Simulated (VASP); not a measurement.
The system is Cu3O2.

```xyz
5
Lattice="-2.0230 2.0230 3.6736 2.0230 -2.0230 3.6736 2.0230 2.0230 -3.6736" Properties=species:S:1:pos:R:3 pbc="T T T"
Cu    0.0000    0.0000    0.0000
Cu    0.0000    2.0230    1.8368
Cu    2.0230    0.0000    1.8368
O     0.0000    2.0230    0.0000
O     2.0230    0.0000    0.0000
```

| Property | Result |
| --- | --- |
| Program | VASP 6.6.1 |
| Task | relaxation of cell and atoms |
| Functional | revPBE |
| Potentials or basis | VASP PAW PBE potentials, release 64 (Cu, O) |
| Cutoff | 600 eV |
| k mesh | 9 × 9 × 9 |
| Occupations | fermi-dirac, width 0.05 eV |
| Spin | no spin polarisation |

At the start: pressure 4.8 GPa; volume 12.03 Å³/atom.

Problem. How do energy, volume and symmetry change on relaxing?

Solution. Over 6 steps the energy falls by 7.2 meV/atom and the volume is 12.58 Å³/atom (+4.6 %); space group I4/mmm (No. 139, to 0.1 Å) before and after.

Step by step:
```tsv
step	energy change (eV)	largest force (eV/Å)	pressure (GPa)	volume (Å³)
1	0.0000	0.0000	4.78	60.14
2	-0.0182	0.0000	-2.24	63.31
3	-0.0292	0.0000	0.28	62.07
4	-0.0346	0.0000	0.18	62.51
5	-0.0359	0.0000	0.08	62.96
6	-0.0360	0.0000	-0.06	62.89
```

Final structure:
```
Cu O
1.0
    -2.06153    2.06153    3.69936
     2.06153   -2.06153    3.69936
     2.06153    2.06153   -3.69936
Cu O
3 2
Direct
  0.00000 0.00000 0.00000
  0.75000 0.25000 0.50000
  0.25000 0.75000 0.50000
  0.50000 0.00000 0.50000
  0.00000 0.50000 0.50000
```

Caveat: the PAW data sets were made with another functional, which shifts forces and pressure a little.
